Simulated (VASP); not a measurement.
Ga2O:

```
CELL_PARAMETERS angstrom
3.62705 0.00000 0.00000
-1.81352 3.14112 0.00000
0.00000 0.00000 8.88431
ATOMIC_POSITIONS crystal
Ga 0.00000 0.00000 0.38000
Ga 0.00000 0.00000 0.62000
Ga 0.66667 0.33333 0.02300
Ga 0.33333 0.66667 0.97700
O 0.66667 0.33333 0.30600
O 0.33333 0.66667 0.69400
```

```yaml
Program: VASP 6.6.1
Task: relaxation of cell and atoms
Functional: PBEsol
Potentials_or_basis: VASP PAW PBE potentials, release 64 (Ga_d, O)
Cutoff: 600 eV
k_mesh: 6 × 6 × 2
Occupations: gaussian, width 0.1 eV
Spin: no spin polarisation
```

At the start: pressure 4.7 GPa; volume 16.87 Å³/atom.

Q: How do energy, volume and symmetry change on relaxing?

A: Over 39 steps the energy falls by 715.4 meV/atom and the volume is 14.94 Å³/atom (-11.4 %); space group P-3m1 (No. 164, to 0.05 Å).

Step by step:
| step | energy change (eV) | largest force (eV/Å) | pressure (GPa) | volume (Å³) |
| --- | --- | --- | --- | --- |
| 1 | 0.0000 | 4.8937 | 4.70 | 101.22 |
| 2 | -1.2200 | 2.1066 | -4.17 | 108.65 |
| 3 | -1.2209 | 2.0798 | -4.37 | 109.02 |
| 4 | -2.2151 | 1.9098 | -3.96 | 103.73 |
| 5 | 11.5119 | 40.8929 | 76.88 | 87.74 |
| 6 | -1.9728 | 2.1745 | -3.16 | 103.09 |
| 7 | -2.3926 | 1.9437 | 5.95 | 95.43 |
| 8 | -2.4895 | 1.5624 | -1.26 | 99.55 |
| 9 | -2.6115 | 0.4863 | 1.30 | 97.49 |
| 10 | -2.6689 | 0.2771 | -0.07 | 99.36 |
| 11 | -2.6755 | 0.2982 | -0.63 | 100.25 |
| 12 | -2.7183 | 0.3175 | -1.77 | 100.22 |
| 13 | -2.7268 | 0.4470 | -2.37 | 100.16 |
| 14 | -2.7603 | 0.4117 | -1.78 | 99.01 |
| 15 | -2.8478 | 0.2288 | 0.32 | 95.54 |
| 16 | -2.8423 | 0.4883 | 4.96 | 88.52 |
| 17 | -2.8542 | 0.5103 | 5.13 | 88.18 |
| 18 | -2.9177 | 0.5974 | 5.76 | 87.12 |
| 19 | -3.1108 | 1.0567 | 7.23 | 84.90 |
| 20 | -3.3847 | 2.1572 | 12.39 | 80.14 |
| 21 | -1.2473 | 9.3196 | 33.36 | 69.52 |
| 22 | -3.3457 | 3.4300 | 14.10 | 78.76 |
| 23 | -3.3592 | 3.5642 | 14.20 | 78.54 |
| 24 | -3.3668 | 3.8041 | 14.42 | 78.15 |
| 25 | -3.3875 | 3.7334 | 14.24 | 78.23 |
| 26 | -3.4475 | 3.5248 | 13.67 | 78.47 |
| 27 | -3.5587 | 3.1200 | 12.55 | 78.94 |
| 28 | -3.7475 | 2.3879 | 10.47 | 79.91 |
| 29 | -4.0127 | 1.3011 | 7.02 | 81.84 |
| 30 | -4.2382 | 0.3388 | 2.72 | 85.77 |
| 31 | -4.2575 | 0.2441 | 1.39 | 87.15 |
| 32 | -4.2576 | 0.2359 | 1.21 | 87.33 |
| 33 | -4.2617 | 0.2427 | 1.00 | 87.55 |
| 34 | -4.2715 | 0.2623 | 0.38 | 88.20 |
| 35 | -4.2802 | 0.2953 | -0.74 | 89.51 |
| 36 | -4.2849 | 0.2084 | -0.35 | 89.38 |
| 37 | -4.2877 | 0.1447 | 0.26 | 89.18 |
| 38 | -4.2893 | 0.1141 | 0.20 | 89.30 |
| 39 | -4.2923 | 0.0460 | 0.00 | 89.65 |

Final structure:
```
Ga O
1.0
     3.05498    0.00000    0.00000
    -1.52749    2.64569    0.00000
     0.00000    0.00000   11.09155
Ga O
4 2
Direct
  0.00000 0.00000 0.38678
  0.00000 0.00000 0.61322
  0.66667 0.33333 0.09919
  0.33333 0.66667 0.90081
  0.66667 0.33333 0.31065
  0.33333 0.66667 0.68935
```

Caveat: the PAW data sets were made with another functional, which shifts forces and pressure a little; the relaxation stopped at a loose force limit of 0.05 eV/Å, so its end isn't a converged minimum.
